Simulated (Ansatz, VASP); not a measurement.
# CdInS2 in VASP and in Ansatz

Contents of INCAR:

```
SYSTEM = CdInS2
  PREC = Accurate
  ENCUT = 520
  EDIFF = 1E-6
  ISMEAR = 0
  SIGMA = 0.15
  LREAL = .FALSE.
  LASPH = .TRUE.
  NELM = 80
  ALGO = Normal
  ISIF = 2
  LWAVE = .FALSE.
  LCHARG = .FALSE.
  GGA = PE
  NBANDS = 26
```

The input KPOINTS:

```
Automatic mesh
0
G
  15 15 8
  0 0 0
```

POSCAR

```
CdInS2
1.0
    3.9060288526      0.0000000000      0.0000000000
   -1.9530144263      3.3827202142      0.0000000000
    0.0000000000      0.0000000000      7.7593263156
Cd In S
1 1 2
Direct
    0.0000000000      0.0000000000      0.0000000000
    0.0000000000      0.0000000000      0.5000000000
    0.6666666667      0.3333333333      0.7578554487
    0.3333333333      0.6666666667      0.2421445513
```

Input for Ansatz:

```yaml
crystal:
  lattice:
    - [3.9060288526, 0.0, 0.0]
    - [-1.9530144263, 3.3827202142, 0.0]
    - [0.0, 0.0, 7.7593263156]
  atoms:
    - { symbol: Cd, position: [0.0, 0.0, 0.0] }
    - { symbol: In, position: [0.0, 0.0, 0.5] }
    - { symbol: S, position: [0.6666666667, 0.3333333333, 0.7578554487] }
    - { symbol: S, position: [0.3333333333, 0.6666666667, 0.2421445513] }
basis:
  ecutwfc: 420
kpoints:
  mp_grid: { grid: [15, 15, 8] }
hamiltonian:
  xc: pbe
scf:
  occupations: { method: gaussian, width: 0.15 }
output:
  forces: true
  stress: true
  eigenvalues: true
```

Alike in both runs: task single point; functional PBE; k mesh 15 × 15 × 8; occupations gaussian, width 0.15 eV; no spin polarisation.

|  | VASP | Ansatz |
| --- | --- | --- |
| version | VASP 6.6.1 | Ansatz 0.2.0 |
| potentials or method | VASP PAW PBE potentials, release 64 (Cd, In_d, S), cutoff 520 eV | scalar-relativistic, plane waves, PAW |
| valence electrons in the cell | 37 | 45 |

```tsv
	VASP	Ansatz	Ansatz less VASP
gap on the k mesh at the Fermi level (eV)	none	none	-
pressure (GPa)	-6.8	-6.8	-0.06
traceless stress, the component that is largest in VASP (GPa)	-7.07	-7.10	-0.030
rms of the force components (eV/Å)	0.019	0.026	+0.0065
```

Atom by atom the forces differ by 0.006 eV/Å (rms over components). A gap of «none» marks a metal or a gap that the smearing closes. VASP's potentials hold 37 valence electrons a cell and Ansatz's 45, so a difference there can come from the potentials and not from the codes.
